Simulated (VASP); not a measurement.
# RbBr (F-43m) in VASP: a series of runs

Aim: see how the results for RbBr move with the level of theory and the settings. Levels: PBE, PBE-based screened hybrid with 35 % exact exchange, PBE-based screened hybrid with 10 % exact exchange, PBE-based screened hybrid with 50 % exact exchange. Tasks: single point.

Everything below comes from runs of VASP 6.6.1. Logs are shortened: lines on timing, memory, paths and dates and some standing lists are left out, and cuts for length are marked.

## (1) The cell of the first run

The structure is cubic, space group F-43m (No. 216). The conventional cell has a = 7.739 Å, b = 7.739 Å, c = 7.739 Å, α = 90.00°, β = 90.00°, γ = 90.00°. Rb (site symmetry -43m) has 4 Br at 3.35 Å within 4.4 Å. Within 4.4 Å of Br (site symmetry -43m) lie 4 Rb at 3.35 Å.

## (2) Single point, PBE

Contents of INCAR:

```
SYSTEM = RbBr
ALGO = Normal ; EDIFF = 1E-6
ENCUT = 520 ; GGA = PE
ISIF = 2 ; ISMEAR = 1
LASPH = .TRUE. ; LCHARG = .FALSE.
LREAL = .FALSE. ; LWAVE = .FALSE.
NBANDS = 15 ; NELM = 100
PREC = Accurate ; SIGMA = 0.2
```

Contents of KPOINTS:

```
k-points
0
G
  4 4 4
  0 0 0
```

Contents of POSCAR:

```
RbBr
1.0
    0.0000000000      3.8694968646      3.8694968646
    3.8694968646      0.0000000000      3.8694968646
    3.8694968646      3.8694968646      0.0000000000
Rb Br
1 1
Direct
    0.0000000000      0.0000000000      0.0000000000
    0.2500000000      0.2500000000      0.2500000000
```

Potentials or basis: VASP PAW PBE potentials, release 64 (Rb_sv, Br).

On the command line:

```sh
$ cat potpaw_PBE.64/Rb_sv/POTCAR potpaw_PBE.64/Br/POTCAR > POTCAR
$ mpirun -np 1 vasp_std > vasp.out
```

OUTCAR:

```text
SYSTEM = RbBr
   EDIFF = 1E-6
   ENCUT = 520
   GGA = PE
   ISIF = 2
   ISMEAR = 1
   LASPH = .TRUE.
   LREAL = .FALSE.
   NELM = 100
   PREC = Accurate

 ion  position               nearest neighbor table
   1  0.000  0.000  0.000-   2 3.35   2 3.35   2 3.35   2 3.35
   2  0.250  0.250  0.250-   1 3.35   1 3.35   1 3.35   1 3.35

  LATTYP: Found a face centered cubic cell.
 ALAT       =     7.7389937292

  Lattice vectors:

 A1 = (   0.0000000000,   3.8694968646,   3.8694968646)
 A2 = (   3.8694968646,   0.0000000000,   3.8694968646)
 A3 = (   3.8694968646,   3.8694968646,   0.0000000000)

Analysis of symmetry for initial positions (statically):
=====================================================================
 Subroutine PRICEL returns:
 Original cell was already a primitive cell.

 Routine SETGRP: Setting up the symmetry group for a
 face centered cubic supercell.

 Subroutine GETGRP returns: Found 24 space group operations
 (whereof 24 operations were pure point group operations)
 out of a pool of 48 trial point group operations.

The static configuration has the point symmetry T_d .

Analysis of symmetry for dynamics (positions and initial velocities):
=====================================================================
 Subroutine PRICEL returns:
 Original cell was already a primitive cell.

 Routine SETGRP: Setting up the symmetry group for a
 face centered cubic supercell.

 Subroutine GETGRP returns: Found 24 space group operations
 (whereof 24 operations were pure point group operations)
 out of a pool of 48 trial point group operations.

The dynamic configuration has the point symmetry T_d .

 Subroutine INISYM returns: Found 24 space group operations
 (whereof 24 operations are pure point group operations),
 and found     1 'primitive' translations

----------------------------------------------------------------------------------------

                                     Primitive cell

  volume of cell :     115.8760

  direct lattice vectors                    reciprocal lattice vectors
     0.000000000  3.869496865  3.869496865    -0.129215766  0.129215766  0.129215766
     3.869496865  0.000000000  3.869496865     0.129215766 -0.129215766  0.129215766
     3.869496865  3.869496865  0.000000000     0.129215766  0.129215766 -0.129215766

  length of vectors
     5.472294945  5.472294945  5.472294945     0.223808271  0.223808271  0.223808271

  position of ions in fractional coordinates (direct lattice)
     0.000000000  0.000000000  0.000000000
     0.250000000  0.250000000  0.250000000

  ion indices of the primitive-cell ions
   primitive index   ion index
                 1           1
                 2           2

----------------------------------------------------------------------------------------

 KPOINTS: k-points

Automatic generation of k-mesh.
 Grid dimensions read from file:
 generate k-points for:    4    4    4

 Generating k-lattice:

  Cartesian coordinates                     Fractional coordinates (reciprocal lattice)
    -0.032303941  0.032303941  0.032303941     0.250000000  0.000000000  0.000000000
     0.032303941 -0.032303941  0.032303941     0.000000000  0.250000000  0.000000000
     0.032303941  0.032303941 -0.032303941     0.000000000  0.000000000  0.250000000

  Length of vectors
     0.055952068  0.055952068  0.055952068

  Shift w.r.t. Gamma in fractional coordinates (k-lattice)
     0.000000000  0.000000000  0.000000000

 Subroutine IBZKPT returns following result:
 ===========================================

 Found      8 irreducible k-points:

 Following reciprocal coordinates:
            Coordinates               Weight
  0.000000  0.000000  0.000000      1.000000
  0.250000  0.000000  0.000000      8.000000
  0.500000  0.000000  0.000000      4.000000
  0.250000  0.250000  0.000000      6.000000
  0.500000  0.250000  0.000000     24.000000
 -0.250000  0.250000  0.000000     12.000000
  0.500000  0.500000  0.000000      3.000000
 -0.250000  0.500000  0.250000      6.000000
   k-points           NKPTS =      8   k-points in BZ     NKDIM =      8   number of bands    NBANDS=     15
   number of dos      NEDOS =    301   number of ions     NIONS =      2
   total plane-waves  NPLWV =  74088
   dimension x,y,z NGX =    42 NGY =   42 NGZ =   42
   dimension x,y,z NGXF=    84 NGYF=   84 NGZF=   84
   ions per type =               1   1
   NGX,Y,Z   is equivalent  to a cutoff of  12.76, 12.76, 12.76 a.u.
   NGXF,Y,Z  is equivalent  to a cutoff of  25.52, 25.52, 25.52 a.u.
 SYSTEM =  RbBr
   PREC   = accura    normal or accurate (medium, high low for compatibility)
   ISTART =      0    job   : 0-new  1-cont  2-samecut
   ICHARG =      2    charge: 1-file 2-atom 10-const
   ISPIN  =      1    spin polarized calculation?
   LNONCOLLINEAR =      F non collinear calculations
   LSORBIT =      F    spin-orbit coupling
   LASPH  =      T    aspherical Exc in radial PAW
   ENCUT  =  520.0 eV  38.22 Ry    6.18 a.u.  10.17 10.17 10.17*2*pi/ulx,y,z
   NELM   =    100;   NELMIN=  2; NELMDL= -5     # of ELM steps
   EDIFF  = 0.1E-05   stopping-criterion for ELM
   LREAL  =      F    real-space projection
[... 7 lines left out ...]
   TEBEG  =    0.0;   TEEND  =   0.0 temperature during run
   PSTRESS=    0.0 pullay stress
   NELECT =      16.0000    total number of electrons
   NUPDOWN=      -1.0000    fix difference up-down
   EMIN   =  10.00;   EMAX   =-10.00  energy-range for DOS
   EFERMI =   0.00;   METHOD = LEGACY
   ISMEAR =     1;   SIGMA  =   0.20  broadening in eV -4-tet -1-fermi 0-gaus
   EFERMI_NEDOS =   21; number of points for ismear=-14 and -15
   IALGO  =     38    algorithm
   IMIX   =      4    mixing-type and parameters
     AMIX     =   0.40;   BMIX     =  1.00
     AMIX_MAG =   1.60;   BMIX_MAG =  1.00
  volume/ion in A,a.u.               =      57.94       390.98
  Fermi-wavevector in a.u.,A,eV,Ry     =   0.846156  1.599003  9.741494  0.715980
  Thomas-Fermi vector in A             =   1.961458
   LORBIT       =      0    0 simple, 1 ext, 2 COOP (PROOUT), +10 PAW based schemes
   GGA     = PE    functional components
   LHFCALC =     F    Hartree Fock is set to
   AEXX    =    0.0000 exact exchange contribution
   IVDW    =     0    specifies the selected vdW correction
   LEPSILON=     F    determine dielectric tensor
   LRPA    =     F    only Hartree local field effects (RPA)
 non-spin polarized calculation
 Methfessel and Paxton  Order N= 1 SIGMA  =   0.20
  energy-cutoff  :      520.00
  volume of cell :      115.88
 maximum number of plane-waves:      3142
 NGX is ok and might be reduce to    42
   NGX = 21   NGY = 21   NGZ = 21

 number of electron      15.9999998 magnetization

 Free energy of the ion-electron system (eV)
  ---------------------------------------------------
  ext. energy  EPLUGINS =         0.00000000
  ---------------------------------------------------
  free energy    TOTEN  =        -5.90533123 eV

  energy without entropy =       -5.93581380  energy(sigma->0) =       -5.91549209

 E-fermi :  -2.9645     XC(G=0):  -5.7344

 val. band max:       -3.0844012161   @ k =   0.5000   0.5000   0.0000
 cond. band min:       0.9932635327   @ k =   0.0000   0.0000   0.0000
 fundamental gap:      4.0776647488
 Fermi energy:        -2.9645037068

 k-point     1 :       0.0000    0.0000    0.0000
  band No.  band energies     occupation
      1     -27.6711      2.00000
      2     -14.9596      2.00000
      3     -11.7779      2.00000
      4     -11.7779      2.00000
      5     -11.7779      2.00000
      6      -3.1724      2.05748
      7      -3.1724      2.05748
      8      -3.1724      2.05748
      9       0.9933     -0.00000
     10       5.0763      0.00000
     11       5.0763      0.00000
     12       6.0413      0.00000
     13       6.0413      0.00000
     14       6.0413      0.00000
     15       7.0461      0.00000

 k-point     2 :       0.2500    0.0000    0.0000
  band No.  band energies     occupation
      1     -27.6700      2.00000
      2     -14.9817      2.00000
      3     -11.7840      2.00000
      4     -11.7840      2.00000
      5     -11.7537      2.00000
      6      -3.2990      2.03951
      7      -3.1487      2.02978
      8      -3.1487      2.02978
      9       1.8024      0.00000
     10       4.7226      0.00000
     11       4.7226      0.00000
     12       5.1067      0.00000
     13       5.9887      0.00000
     14       6.5154      0.00000
     15       6.5154      0.00000

 k-point     3 :       0.5000    0.0000    0.0000
  band No.  band energies     occupation
      1     -27.6690      2.00000
      2     -15.0034      2.00000
      3     -11.7901      2.00000
      4     -11.7901      2.00000
      5     -11.7310      2.00000
      6      -3.3822      2.01189
      7      -3.1262      1.98440
      8      -3.1262      1.98440
      9       3.1893      0.00000
     10       3.4012      0.00000
     11       4.7238      0.00000
     12       4.7238      0.00000
     13       6.1038      0.00000
     14       6.1038      0.00000
     15       6.6259      0.00000

 k-point     4 :       0.2500    0.2500    0.0000
  band No.  band energies     occupation
      1     -27.6697      2.00000
      2     -14.9890      2.00000
      3     -11.7927      2.00000
      4     -11.7927      2.00000
      5     -11.7322      2.00000
      6      -3.3545      2.01872
      7      -3.1298      1.99315
      8      -3.1298      1.99314
      9       2.0723      0.00000
     10       3.8081      0.00000
     11       5.3686      0.00000
     12       5.5633      0.00000
     13       6.3278      0.00000
     14       6.3278      0.00000
     15       6.9131      0.00000

 k-point     5 :       0.5000    0.2500    0.0000
  band No.  band energies     occupation
      1     -27.6686      2.00000
      2     -15.0103      2.00000
      3     -11.8121      2.00000
      4     -11.7987      2.00000
      5     -11.6962      2.00000
      6      -3.3802      2.01230
      7      -3.1604      2.04576
      8      -3.1054      1.92273
      9       2.9962      0.00000
     10       3.6177      0.00000
     11       4.5933      0.00000
     12       5.1866      0.00000
     13       6.3440      0.00000
     14       6.4168      0.00000
     15       6.6209      0.00000

 k-point     6 :      -0.2500    0.2500    0.0000
  band No.  band energies     occupation
      1     -27.6690      2.00000
      2     -15.0032      2.00000
      3     -11.8118      2.00000
      4     -11.7901      2.00000
      5     -11.7088      2.00000
      6      -3.3272      2.02785
      7      -3.1891      2.06726
      8      -3.1238      1.97825
      9       2.7284      0.00000
     10       4.0806      0.00000
     11       4.5261      0.00000
     12       4.5953      0.00000
     13       6.3231      0.00000
     14       6.6456      0.00000
     15       6.7682      0.00000

 k-point     7 :       0.5000    0.5000    0.0000
  band No.  band energies     occupation
      1     -27.6682      2.00000
      2     -15.0174      2.00000
      3     -11.8074      2.00000
      4     -11.8074      2.00000
      5     -11.6882      2.00000
      6      -3.4771      2.00174
      7      -3.0844      1.83957
      8      -3.0844      1.83957
      9       2.8390      0.00000
     10       3.6487      0.00000
     11       5.3415      0.00000
     12       5.8678      0.00000
     13       5.9658      0.00000
     14       5.9658      0.00000
     15       6.4261      0.00000

 k-point     8 :      -0.2500    0.5000    0.2500
  band No.  band energies     occupation
      1     -27.6682      2.00000
      2     -15.0171      2.00000
      3     -11.8189      2.00000
      4     -11.8078      2.00000
      5     -11.6769      2.00000
      6      -3.3403      2.02317
      7      -3.2268      2.06887
      8      -3.0855      1.84464
      9       2.9725      0.00000
     10       3.6419      0.00000
     11       5.2765      0.00000
     12       5.4300      0.00000
     13       5.6958      0.00000
     14       5.9610      0.00000
     15       6.9187      0.00000

------------------------ aborting loop because EDIFF is reached ----------------------------------------

  FORCE on cell =-STRESS in cart. coord.  units (eV):
  Direction    XX          YY          ZZ          XY          YZ          ZX
  --------------------------------------------------------------------------------------
  -------------------------------------------------------------------------------------
  Total        0.1151038      0.1151038      0.1151038      0.0000000      0.0000000      0.0000000
  in kB        1.5915001      1.5915001      1.5915001      0.0000000      0.0000000      0.0000000
  external PRESSURE =       1.5915001 kB  Pullay stress =       0.0000000 kB

 VOLUME and BASIS-vectors are now :
 -----------------------------------------------------------------------------
  energy-cutoff  :      520.00
  volume of cell :      115.88
      direct lattice vectors                 reciprocal lattice vectors
     0.000000000  3.869496865  3.869496865    -0.129215766  0.129215766  0.129215766
     3.869496865  0.000000000  3.869496865     0.129215766 -0.129215766  0.129215766
     3.869496865  3.869496865  0.000000000     0.129215766  0.129215766 -0.129215766

 POSITION                                       TOTAL-FORCE (eV/Angst)
 -----------------------------------------------------------------------------------
      0.00000      0.00000      0.00000        -0.000000     -0.000000     -0.000000
      1.93475      1.93475      1.93475         0.000000      0.000000      0.000000
 -----------------------------------------------------------------------------------
    total drift:                                0.000000      0.000000      0.000000

  FREE ENERGIE OF THE ION-ELECTRON SYSTEM (eV)
  ---------------------------------------------------
  free  energy   TOTEN  =        -5.9053312336 eV

  energy  without entropy=       -5.9358137953  energy(sigma->0) =       -5.91549209
```

Wall time 9.4 s (1 thread of Intel Xeon 6975P-C (Granite Rapids), shared host); peak memory 0.24 GiB.

What came out:

```yaml
Free_energy: -5.9053 eV
Pressure: 0.2 GPa
Band_gap_on_the_k_mesh: 4.08 eV (least direct gap 4.17 eV)
```

Caveat: the structure was generated, so it needn't be the stable form of RbBr. A k mesh can miss the band edges.

(Continued in part 2 of 2.)
